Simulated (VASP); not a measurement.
# Ag in VASP: notebook, part 2 of 2

VASP 6.6.1.

## Step 5: Single point, PBEsol (strain -0.025 along x and y, -0.050 along z)

INCAR

```
SYSTEM = Ag
ALGO = Fast
EDIFF = 1E-7
ENCUT = 520
GGA = PS
ISIF = 2
ISMEAR = 0
LASPH = .True.
LCHARG = .False.
LREAL = .False.
LWAVE = .False.
NBANDS = 12
NELM = 100
PREC = Accurate
SIGMA = 0.15
```

KPOINTS

```
k-points
0
Gamma
  26 26 26
  0 0 0
```

POSCAR

```
Ag
1.0
   -1.5722433941      1.5722433941      1.5319294609
    1.5722433941     -1.5722433941      1.5319294609
    1.5722433941      1.5722433941     -1.5319294609
Ag
1
Direct
    0.0000000000      0.0000000000      0.0000000000
```

Potentials or basis: VASP PAW PBE potentials, release 64 (Ag).

On the command line:

```console
$ cat potpaw_PBE.64/Ag/POTCAR > POTCAR
$ mpirun -np 1 vasp_std > vasp.out
```

OUTCAR:

```text
SYSTEM = Ag
   EDIFF = 1E-7
   ENCUT = 520
   GGA = PS
   ISIF = 2
   ISMEAR = 0
   LASPH = .True.
   LREAL = .False.
   NELM = 100
   PREC = Accurate

 ion  position               nearest neighbor table
   1  0.000  0.000  0.000-

  LATTYP: Found a body centered tetragonal cell.
 ALAT       =     3.1444867882
 C/A-ratio  =     0.9743589743

  Lattice vectors:

 A1 = (  -1.5722433941,   1.5722433941,   1.5319294609)
 A2 = (   1.5722433941,  -1.5722433941,   1.5319294609)
 A3 = (   1.5722433941,   1.5722433941,  -1.5319294609)

Analysis of symmetry for initial positions (statically):
=====================================================================
 Subroutine PRICEL returns:
 Original cell was already a primitive cell.

 Routine SETGRP: Setting up the symmetry group for a
 body centered tetragonal supercell.

 Subroutine GETGRP returns: Found 16 space group operations
 (whereof 16 operations were pure point group operations)
 out of a pool of 16 trial point group operations.

The static configuration has the point symmetry D_4h.

Analysis of symmetry for dynamics (positions and initial velocities):
=====================================================================
 Subroutine PRICEL returns:
 Original cell was already a primitive cell.

 Routine SETGRP: Setting up the symmetry group for a
 body centered tetragonal supercell.

 Subroutine GETGRP returns: Found 16 space group operations
 (whereof 16 operations were pure point group operations)
 out of a pool of 16 trial point group operations.

The dynamic configuration has the point symmetry D_4h.

 Subroutine INISYM returns: Found 16 space group operations
 (whereof 16 operations are pure point group operations),
 and found     1 'primitive' translations

----------------------------------------------------------------------------------------

                                     Primitive cell

  volume of cell :      15.1474

  direct lattice vectors                    reciprocal lattice vectors
    -1.572243394  1.572243394  1.531929461     0.000000000  0.318016919  0.326385785
     1.572243394 -1.572243394  1.531929461     0.318016919  0.000000000  0.326385785
     1.572243394  1.572243394 -1.531929461     0.318016919  0.318016919  0.000000000

  length of vectors
     2.700130822  2.700130822  2.700130822     0.455699947  0.455699947  0.449743840

  position of ions in fractional coordinates (direct lattice)
     0.000000000  0.000000000  0.000000000

  ion indices of the primitive-cell ions
   primitive index   ion index
                 1           1

----------------------------------------------------------------------------------------

 KPOINTS: k-points

Automatic generation of k-mesh.
 Grid dimensions read from file:
 generate k-points for:   26   26   26

 Generating k-lattice:

  Cartesian coordinates                     Fractional coordinates (reciprocal lattice)
     0.000000000  0.012231420  0.012553299     0.038461538  0.000000000  0.000000000
     0.012231420  0.000000000  0.012553299     0.000000000  0.038461538  0.000000000
     0.012231420  0.012231420  0.000000000     0.000000000  0.000000000  0.038461538

  Length of vectors
     0.017526921  0.017526921  0.017297840

  Shift w.r.t. Gamma in fractional coordinates (k-lattice)
     0.000000000  0.000000000  0.000000000

 Subroutine IBZKPT returns following result:
 ===========================================

 Found   1330 irreducible k-points:

 Following reciprocal coordinates:
            Coordinates               Weight
  0.000000  0.000000  0.000000      1.000000
  0.038462  0.000000 -0.000000      8.000000
  0.076923  0.000000 -0.000000      8.000000
  0.115385  0.000000 -0.000000      8.000000
  0.153846  0.000000 -0.000000      8.000000
  0.192308  0.000000 -0.000000      8.000000
[... 16 lines left out ...]
  0.346154  0.038462 -0.000000     16.000000
  0.384615  0.038462 -0.000000     16.000000
 [... further k-points ...]
   k-points           NKPTS =   1330   k-points in BZ     NKDIM =   1330   number of bands    NBANDS=     12
   number of dos      NEDOS =    301   number of ions     NIONS =      1
   total plane-waves  NPLWV =   8000
   dimension x,y,z NGX =    20 NGY =   20 NGZ =   20
   dimension x,y,z NGXF=    40 NGYF=   40 NGZF=   40
   ions per type =               1
   NGX,Y,Z   is equivalent  to a cutoff of  12.31, 12.31, 12.31 a.u.
   NGXF,Y,Z  is equivalent  to a cutoff of  24.63, 24.63, 24.63 a.u.
 SYSTEM =  Ag
   PREC   = accura    normal or accurate (medium, high low for compatibility)
   ISTART =      0    job   : 0-new  1-cont  2-samecut
   ICHARG =      2    charge: 1-file 2-atom 10-const
   ISPIN  =      1    spin polarized calculation?
   LNONCOLLINEAR =      F non collinear calculations
   LSORBIT =      F    spin-orbit coupling
   LASPH  =      T    aspherical Exc in radial PAW
   ENCUT  =  520.0 eV  38.22 Ry    6.18 a.u.   5.02  5.02  5.02*2*pi/ulx,y,z
   NELM   =    100;   NELMIN=  2; NELMDL= -5     # of ELM steps
   EDIFF  = 0.1E-06   stopping-criterion for ELM
   LREAL  =      F    real-space projection
   EDIFFG = 0.1E-05   stopping-criterion for IOM
   NSW    =      0    number of steps for IOM
   IBRION =     -1    ionic relax: 0-MD 1-quasi-New 2-CG
   NFREE  =      0    steps in history (QN), initial steepest desc. (CG)
   ISIF   =      2    stress and relaxation
   ISYM   =      2    0-nonsym 1-usesym 2-fastsym
   POTIM  = 0.5000    time-step for ionic-motion
   TEBEG  =    0.0;   TEEND  =   0.0 temperature during run
   PSTRESS=    0.0 pullay stress
   NELECT =      11.0000    total number of electrons
   NUPDOWN=      -1.0000    fix difference up-down
   EMIN   =  10.00;   EMAX   =-10.00  energy-range for DOS
   EFERMI =   0.00;   METHOD = LEGACY
   ISMEAR =     0;   SIGMA  =   0.15  broadening in eV -4-tet -1-fermi 0-gaus
   EFERMI_NEDOS =   21; number of points for ismear=-14 and -15
   IALGO  =     68    algorithm
   IMIX   =      4    mixing-type and parameters
     AMIX     =   0.40;   BMIX     =  1.00
     AMIX_MAG =   1.60;   BMIX_MAG =  1.00
  volume/ion in A,a.u.               =      15.15       102.22
  Fermi-wavevector in a.u.,A,eV,Ry     =   1.471498  2.780728 29.460774  2.165306
  Thomas-Fermi vector in A             =   2.586626
   LORBIT       =      0    0 simple, 1 ext, 2 COOP (PROOUT), +10 PAW based schemes
   GGA     = PS    functional components
   LHFCALC =     F    Hartree Fock is set to
   AEXX    =    0.0000 exact exchange contribution
   IVDW    =     0    specifies the selected vdW correction
   LEPSILON=     F    determine dielectric tensor
   LRPA    =     F    only Hartree local field effects (RPA)
 non-spin polarized calculation
 RMM-DIIS sequential band-by-band and
 Gauss-broadening in eV      SIGMA  =   0.15
  energy-cutoff  :      520.00
  volume of cell :       15.15
 maximum number of plane-waves:       422
   NGX =  9   NGY =  9   NGZ =  9

 number of electron      11.0000003 magnetization

 Free energy of the ion-electron system (eV)
  ---------------------------------------------------
  ext. energy  EPLUGINS =         0.00000000
  ---------------------------------------------------
  free energy    TOTEN  =        -3.20459704 eV

  energy without entropy =       -3.20061523  energy(sigma->0) =       -3.20260614

 E-fermi :  10.0229     XC(G=0): -13.1335

 val. band max:       10.0187832735   @ k =   0.5000   0.1538   0.1154
 cond. band min:      10.0229996720   @ k =   0.5000   0.2692   0.0769
 fundamental gap:      0.0042163985
 Fermi energy:        10.0228551794

 k-point     1 :       0.0000    0.0000    0.0000
  band No.  band energies     occupation
      1       1.2477      2.00000
      2       4.5104      2.00000
      3       4.6611      2.00000
      4       4.6611      2.00000
      5       6.1521      2.00000
      6       6.3258      2.00000
      7      28.1465      0.00000
      8      28.1465      0.00000
      9      28.6575      0.00000
     10      35.8033      0.00000
     11      35.8861      0.00000
     12      36.3745      0.00000
[... 331 lines left out ...]
 k-point    24 :       0.3846    0.0385   -0.0000
  band No.  band energies     occupation
      1       2.8821      2.00000
      2       3.6724      2.00000
      3       6.1236      2.00000
      4       6.4221      2.00000
      5       7.0452      2.00000
      6       8.3360      2.00000
      7      17.0266      0.00000
      8      23.9289      0.00000
      9      25.8602      0.00000
     10      31.2849      0.00000
     11      32.8771      0.00000
     12      35.9219      0.00000

 [... further k-points ...]

------------------------ aborting loop because EDIFF is reached ----------------------------------------

  FORCE on cell =-STRESS in cart. coord.  units (eV):
  Direction    XX          YY          ZZ          XY          YZ          ZX
  --------------------------------------------------------------------------------------
  -------------------------------------------------------------------------------------
  Total        1.4519842      1.4519842      1.4205394      0.0000000      0.0000000      0.0000000
  in kB      153.5798209    153.5798209    150.2538249      0.0000000      0.0000000      0.0000000
  external PRESSURE =     152.4711556 kB  Pullay stress =       0.0000000 kB

 VOLUME and BASIS-vectors are now :
 -----------------------------------------------------------------------------
  energy-cutoff  :      520.00
  volume of cell :       15.15
      direct lattice vectors                 reciprocal lattice vectors
    -1.572243394  1.572243394  1.531929461     0.000000000  0.318016919  0.326385785
     1.572243394 -1.572243394  1.531929461     0.318016919  0.000000000  0.326385785
     1.572243394  1.572243394 -1.531929461     0.318016919  0.318016919  0.000000000

 POSITION                                       TOTAL-FORCE (eV/Angst)
 -----------------------------------------------------------------------------------
      0.00000      0.00000      0.00000         0.000000      0.000000      0.000000
 -----------------------------------------------------------------------------------
    total drift:                                0.000000     -0.000000      0.000000

  FREE ENERGIE OF THE ION-ELECTRON SYSTEM (eV)
  ---------------------------------------------------
  free  energy   TOTEN  =        -3.2045970384 eV

  energy  without entropy=       -3.2006152317  energy(sigma->0) =       -3.20260614
```

It took 83 s on 1 thread of Intel Xeon 6975P-C (Granite Rapids), shared host; peak memory 0.32 GiB.

Results:

- Free energy: -3.2046 eV
- Pressure: 15.2 GPa

Caveat: the cell differs from its parent crystal (strain -0.025 along x and y, -0.050 along z); the PAW data sets were made with another functional, which shifts forces and pressure a little.

## Step 6: The runs side by side

| cell | gap on the mesh (eV) | pressure (GPa) |
| --- | --- | --- |
| a = 2.933 Å, angles 109.5°, 1 atom | none | -11.2 |
| a = 2.677 Å, angles 110.2, 110.2, 108.1°, 1 atom | none | 20.6 |
| a = 2.701 Å, angles 110.9, 110.9, 106.7°, 1 atom | none | 15.6 |
| a = 2.700 Å, angles 108.8, 108.8, 110.9°, 1 atom | none | 15.2 |

Alike in all rows: task single point; level PBEsol; potentials or basis VASP PAW PBE potentials, release 64 (Ag); no spin polarisation; k mesh 26 × 26 × 26; cutoff (eV) 520; smearing gaussian 0.15 eV.

Caveats: the PAW data sets were made with another functional, which shifts forces and pressure a little.

Total energies depend on the potentials used, so only differences within one code and one set of settings carry meaning.
